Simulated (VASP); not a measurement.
# Ti (P6_3/mmc) in VASP: further runs

The runs below take Ti through single point, with PBE.

All numbers are computed with VASP 6.6.1; they aren't measurements. Logs are shortened: lines on timing, memory, paths and dates and some standing lists are left out, and cuts for length are marked.

## Step 1: The cell of the first run

Symmetry: P6_3/mmc, No. 194, hexagonal system. Conventional cell: a = 2.846 Å, b = 2.846 Å, c = 4.511 Å, α = 90.00°, β = 90.00°, γ = 120.00°. Within 3.7 Å of Ti (site symmetry -6m2) lie 12 Ti at 2.79 to 2.85 Å.

## Step 2: Single point, PBE (15.82 Å³/atom)

Contents of INCAR:

```
SYSTEM = Ti
  ALGO = Fast
  EDIFF = 1E-7
  ENCUT = 520
  GGA = PE
  ISIF = 2
  ISMEAR = 0
  LASPH = .TRUE.
  LCHARG = .FALSE.
  LREAL = .FALSE.
  LWAVE = .FALSE.
  NBANDS = 19
  NELM = 60
  PREC = Accurate
  SIGMA = 0.1
```

Contents of KPOINTS:

```
k-points
0
G
  18 18 10
  0 0 0
```

Contents of POSCAR:

```
Ti
1.0
    2.8461680134      0.0000000000      0.0000000000
   -1.4230840067      2.4648538030      0.0000000000
    0.0000000000      0.0000000000      4.5111662563
Ti
2
Direct
    0.3333333333      0.6666666667      0.2500000000
    0.6666666667      0.3333333333      0.7500000000
```

Potentials or basis: VASP PAW PBE potentials, release 64 (Ti_sv).

Started as:

```sh
$ cat potpaw_PBE.64/Ti_sv/POTCAR > POTCAR
$ mpirun -np 1 vasp_std > vasp.out
```

OUTCAR:

```text
SYSTEM = Ti
   EDIFF = 1E-7
   ENCUT = 520
   GGA = PE
   ISIF = 2
   ISMEAR = 0
   LASPH = .TRUE.
   LREAL = .FALSE.
   NELM = 60
   PREC = Accurate

 ion  position               nearest neighbor table
   1  0.333  0.667  0.250-   2 2.79   2 2.79   2 2.79   2 2.79   2 2.79   2 2.79
   2  0.667  0.333  0.750-   1 2.79   1 2.79   1 2.79   1 2.79   1 2.79   1 2.79

  LATTYP: Found a hexagonal cell.
 ALAT       =     2.8461680134
 C/A-ratio  =     1.5849964707

  Lattice vectors:

 A1 = (   2.8461680134,   0.0000000000,   0.0000000000)
 A2 = (  -1.4230840067,   2.4648538030,   0.0000000000)
 A3 = (   0.0000000000,   0.0000000000,   4.5111662563)

Analysis of symmetry for initial positions (statically):
=====================================================================
 Subroutine PRICEL returns:
 Original cell was already a primitive cell.

 Routine SETGRP: Setting up the symmetry group for a
 hexagonal supercell.

 Subroutine GETGRP returns: Found 24 space group operations
 (whereof 12 operations were pure point group operations)
 out of a pool of 24 trial point group operations.

The static configuration has the point symmetry D_3d.
 The point group associated with its full space group is D_6h.

Analysis of symmetry for dynamics (positions and initial velocities):
=====================================================================
 Subroutine PRICEL returns:
 Original cell was already a primitive cell.

 Routine SETGRP: Setting up the symmetry group for a
 hexagonal supercell.

 Subroutine GETGRP returns: Found 24 space group operations
 (whereof 12 operations were pure point group operations)
 out of a pool of 24 trial point group operations.

The dynamic configuration has the point symmetry D_3d.
 The point group associated with its full space group is D_6h.

 Subroutine INISYM returns: Found 24 space group operations
 (whereof 12 operations are pure point group operations),
 and found     1 'primitive' translations

----------------------------------------------------------------------------------------

                                     Primitive cell

  volume of cell :      31.6476

  direct lattice vectors                    reciprocal lattice vectors
     2.846168013  0.000000000  0.000000000     0.351349602  0.202851788  0.000000000
    -1.423084007  2.464853803  0.000000000     0.000000000  0.405703575  0.000000000
     0.000000000  0.000000000  4.511166256     0.000000000  0.000000000  0.221672167

  length of vectors
     2.846168013  2.846168013  4.511166256     0.405703575  0.405703575  0.221672167

  position of ions in fractional coordinates (direct lattice)
     0.333333333  0.666666667  0.250000000
     0.666666667  0.333333333  0.750000000

  ion indices of the primitive-cell ions
   primitive index   ion index
                 1           1
                 2           2

----------------------------------------------------------------------------------------

 KPOINTS: k-points

Automatic generation of k-mesh.
 Grid dimensions read from file:
 generate k-points for:   18   18   10

 Generating k-lattice:

  Cartesian coordinates                     Fractional coordinates (reciprocal lattice)
     0.019519422  0.011269544  0.000000000     0.055555556  0.000000000  0.000000000
     0.000000000  0.022539088  0.000000000     0.000000000  0.055555556  0.000000000
     0.000000000  0.000000000  0.022167217     0.000000000  0.000000000  0.100000000

  Length of vectors
     0.022539088  0.022539088  0.022167217

  Shift w.r.t. Gamma in fractional coordinates (k-lattice)
     0.000000000  0.000000000  0.000000000

 Subroutine IBZKPT returns following result:
 ===========================================

 Found    222 irreducible k-points:

 Following reciprocal coordinates:
            Coordinates               Weight
  0.000000  0.000000  0.000000      1.000000
  0.055556  0.000000  0.000000      6.000000
  0.111111  0.000000  0.000000      6.000000
  0.166667  0.000000  0.000000      6.000000
  0.222222  0.000000  0.000000      6.000000
  0.277778  0.000000  0.000000      6.000000
[... 16 lines left out ...]
  0.333333  0.111111  0.000000     12.000000
  0.388889  0.111111  0.000000     12.000000
 [... further k-points ...]
   k-points           NKPTS =    222   k-points in BZ     NKDIM =    222   number of bands    NBANDS=     19
   number of dos      NEDOS =    301   number of ions     NIONS =      2
   total plane-waves  NPLWV =  20736
   dimension x,y,z NGX =    24 NGY =   24 NGZ =   36
   dimension x,y,z NGXF=    48 NGYF=   48 NGZF=   72
   ions per type =               2
   NGX,Y,Z   is equivalent  to a cutoff of  14.02, 14.02, 13.27 a.u.
   NGXF,Y,Z  is equivalent  to a cutoff of  28.04, 28.04, 26.53 a.u.
 SYSTEM =  Ti
   PREC   = accura    normal or accurate (medium, high low for compatibility)
   ISTART =      0    job   : 0-new  1-cont  2-samecut
   ICHARG =      2    charge: 1-file 2-atom 10-const
   ISPIN  =      1    spin polarized calculation?
   LNONCOLLINEAR =      F non collinear calculations
   LSORBIT =      F    spin-orbit coupling
   LASPH  =      T    aspherical Exc in radial PAW
   ENCUT  =  520.0 eV  38.22 Ry    6.18 a.u.   5.29  5.29  8.39*2*pi/ulx,y,z
   NELM   =     60;   NELMIN=  2; NELMDL= -5     # of ELM steps
   EDIFF  = 0.1E-06   stopping-criterion for ELM
   LREAL  =      F    real-space projection
   EDIFFG = 0.1E-05   stopping-criterion for IOM
   NSW    =      0    number of steps for IOM
   IBRION =     -1    ionic relax: 0-MD 1-quasi-New 2-CG
   NFREE  =      0    steps in history (QN), initial steepest desc. (CG)
   ISIF   =      2    stress and relaxation
   ISYM   =      2    0-nonsym 1-usesym 2-fastsym
   POTIM  = 0.5000    time-step for ionic-motion
   TEBEG  =    0.0;   TEEND  =   0.0 temperature during run
   PSTRESS=    0.0 pullay stress
   NELECT =      24.0000    total number of electrons
   NUPDOWN=      -1.0000    fix difference up-down
   EMIN   =  10.00;   EMAX   =-10.00  energy-range for DOS
   EFERMI =   0.00;   METHOD = LEGACY
   ISMEAR =     0;   SIGMA  =   0.10  broadening in eV -4-tet -1-fermi 0-gaus
   EFERMI_NEDOS =   21; number of points for ismear=-14 and -15
   IALGO  =     68    algorithm
   IMIX   =      4    mixing-type and parameters
     AMIX     =   0.40;   BMIX     =  1.00
     AMIX_MAG =   1.60;   BMIX_MAG =  1.00
  volume/ion in A,a.u.               =      15.82       106.78
  Fermi-wavevector in a.u.,A,eV,Ry     =   1.492903  2.821179 30.324132  2.228761
  Thomas-Fermi vector in A             =   2.605372
   LORBIT       =      0    0 simple, 1 ext, 2 COOP (PROOUT), +10 PAW based schemes
   GGA     = PE    functional components
   LHFCALC =     F    Hartree Fock is set to
   AEXX    =    0.0000 exact exchange contribution
   IVDW    =     0    specifies the selected vdW correction
   LEPSILON=     F    determine dielectric tensor
   LRPA    =     F    only Hartree local field effects (RPA)
 non-spin polarized calculation
 RMM-DIIS sequential band-by-band and
 Gauss-broadening in eV      SIGMA  =   0.10
  energy-cutoff  :      520.00
  volume of cell :       31.65
 maximum number of plane-waves:       868
 NGX is ok and might be reduce to    24
   NGX = 11   NGY = 11   NGZ = 17

 number of electron      24.0000005 magnetization

 Free energy of the ion-electron system (eV)
  ---------------------------------------------------
  ext. energy  EPLUGINS =         0.00000000
  ---------------------------------------------------
  free energy    TOTEN  =       -15.56915878 eV

  energy without entropy =      -15.56026420  energy(sigma->0) =      -15.56471149

 E-fermi :   9.3676     XC(G=0): -11.9439

 val. band max:        9.3652157552   @ k =   0.1667   0.0000   0.2000
 cond. band min:       9.3802807469   @ k =   0.3889   0.1667   0.3000
 fundamental gap:      0.0150649917
 Fermi energy:         9.3676130698

 k-point     1 :       0.0000    0.0000    0.0000
  band No.  band energies     occupation
      1     -47.3559      2.00000
      2     -47.1580      2.00000
      3     -24.0591      2.00000
      4     -23.2072      2.00000
      5     -23.2072      2.00000
      6     -23.1079      2.00000
[... 11 lines left out ...]
     18      11.1537      0.00000
     19      12.8813      0.00000

 k-point     2 :       0.0556    0.0000    0.0000
  band No.  band energies     occupation
      1     -47.3515      2.00000
      2     -47.1562      2.00000
      3     -24.0499      2.00000
      4     -23.2264      2.00000
      5     -23.2136      2.00000
      6     -23.1117      2.00000
[... 11 lines left out ...]
     18      11.0968      0.00000
     19      12.9129      0.00000

 k-point     3 :       0.1111    0.0000    0.0000
  band No.  band energies     occupation
      1     -47.3385      2.00000
      2     -47.1511      2.00000
      3     -24.0229      2.00000
      4     -23.2816      2.00000
      5     -23.2317      2.00000
      6     -23.1520      2.00000
[... 11 lines left out ...]
     18      10.9937      0.00000
     19      12.9921      0.00000

 k-point     4 :       0.1667    0.0000    0.0000
  band No.  band energies     occupation
      1     -47.3184      2.00000
      2     -47.1437      2.00000
      3     -23.9799      2.00000
      4     -23.3668      2.00000
      5     -23.2586      2.00000
      6     -23.2373      2.00000
[... 11 lines left out ...]
     18      11.2825      0.00000
     19      13.0885      0.00000

 k-point     5 :       0.2222    0.0000    0.0000
  band No.  band energies     occupation
      1     -47.2929      2.00000
      2     -47.1354      2.00000
      3     -23.9235      2.00000
      4     -23.4718      2.00000
      5     -23.3390      2.00000
      6     -23.2905      2.00000
[... 11 lines left out ...]
     18      11.6567      0.00000
     19      13.1792      0.00000
[... 334 lines left out ...]
      2     -47.1255      2.00000
      3     -23.8363      2.00000
      4     -23.5796      2.00000
      5     -23.4976      2.00000
      6     -23.3201      2.00000
[... 11 lines left out ...]
     18      12.4759      0.00000
     19      13.1926      0.00000

 k-point    22 :       0.2778    0.1111    0.0000
  band No.  band energies     occupation
      1     -47.2279      2.00000
      2     -47.1207      2.00000
      3     -23.7676      2.00000
      4     -23.6784      2.00000
      5     -23.5635      2.00000
      6     -23.3679      2.00000
[... 11 lines left out ...]
     18      13.0126      0.00000
     19      13.2284      0.00000

 k-point    23 :       0.3333    0.1111    0.0000
  band No.  band energies     occupation
      1     -47.2033      2.00000
      2     -47.1191      2.00000
      3     -23.7590      2.00000
      4     -23.7008      2.00000
      5     -23.6164      2.00000
      6     -23.4066      2.00000
[... 11 lines left out ...]
     18      13.2522      0.00000
     19      13.5667      0.00000

 k-point    24 :       0.3889    0.1111    0.0000
  band No.  band energies     occupation
      1     -47.1850      2.00000
      2     -47.1202      2.00000
      3     -23.8113      2.00000
      4     -23.6508      2.00000
      5     -23.6469      2.00000
      6     -23.4315      2.00000
[... 11 lines left out ...]
     18      13.2654      0.00000
     19      14.1212      0.00000

 [... further k-points ...]
[... 5 lines left out ...]
  --------------------------------------------------------------------------------------
  -------------------------------------------------------------------------------------
  Total        2.3612043      2.3612043      2.3880542      0.0000000     -0.0000000      0.0000000
  in kB      119.5373466    119.5373466    120.8966411      0.0000000     -0.0000000      0.0000000
  external PRESSURE =     119.9904448 kB  Pullay stress =       0.0000000 kB

 VOLUME and BASIS-vectors are now :
 -----------------------------------------------------------------------------
  energy-cutoff  :      520.00
  volume of cell :       31.65
      direct lattice vectors                 reciprocal lattice vectors
     2.846168013  0.000000000  0.000000000     0.351349602  0.202851788  0.000000000
    -1.423084007  2.464853803  0.000000000     0.000000000  0.405703575  0.000000000
     0.000000000  0.000000000  4.511166256     0.000000000  0.000000000  0.221672167

 POSITION                                       TOTAL-FORCE (eV/Angst)
 -----------------------------------------------------------------------------------
     -0.00000      1.64324      1.12779        -0.000000      0.000000      0.000000
      1.42308      0.82162      3.38337         0.000000     -0.000000      0.000000
 -----------------------------------------------------------------------------------
    total drift:                               -0.000000      0.000000     -0.000000

  FREE ENERGIE OF THE ION-ELECTRON SYSTEM (eV)
  ---------------------------------------------------
  free  energy   TOTEN  =       -15.5691587846 eV

  energy  without entropy=      -15.5602641970  energy(sigma->0) =      -15.56471149
```

It took 5.9 min on 1 thread of Intel Xeon Platinum 8488C (Sapphire Rapids), shared host; peak memory 0.23 GiB.

What came out:

| Item | Value |
| --- | --- |
| Free energy | -15.5692 eV |
| Pressure | 12.0 GPa |
| Band gap on the k mesh | zero (bands 12 and 13 overlap by 1.15 eV) |

Caveat: the cell stands under pressure.

(Part 1 of 2 ends here.)
